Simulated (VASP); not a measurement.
A run of VASP 6.6.1 is set up as follows.

INCAR

```
ALGO = Normal ; EDIFF = 1E-6
ENCUT = 520 ; GGA = PE
ISIF = 2 ; ISMEAR = 0
LASPH = True ; LCHARG = True
LELF = True ; LREAL = False
LVHAR = True ; LWAVE = False
NBANDS = 30 ; NELM = 80
PREC = Accurate ; SIGMA = 0.1
```

Contents of KPOINTS:

```
k-points
0
Gamma
  4 4 4
```

The input POSCAR:

```
Ge2Sb2S
1.0
    5.6396480500      0.0000000000      0.0000000000
    0.0000000000      5.6396480500      0.0000000000
    0.0000000000      0.0000000000      3.9166620900
Ge Sb S
2 2 1
Direct
    0.0000000000      0.0000000000      0.0000000000
    0.5000000000      0.5000000000      0.5000000000
    0.0000000000      0.5000000000      0.0000000000
    0.5000000000      0.0000000000      0.0000000000
    0.5000000000      0.5000000000      0.0000000000
```

Potentials or basis: VASP PAW PBE potentials, release 64 (Ge_d, Sb, S).

Run with:

```bash
$ cat potpaw_PBE.64/Ge_d/POTCAR potpaw_PBE.64/Sb/POTCAR potpaw_PBE.64/S/POTCAR > POTCAR
$ mpirun -np 1 vasp_std > vasp.out
```

(1) Predict the pressure.

(2) What does it give for the band gap on the k mesh?

Results:

(1) 15.1 GPa.

(2) zero (band 22 reaches 7.72 eV, above the bottom of band 23 at 4.63 eV).

Caveat: the k points lie up to 0.40 Å⁻¹ apart; spin-orbit coupling is left out, which moves the levels of the heavy elements.
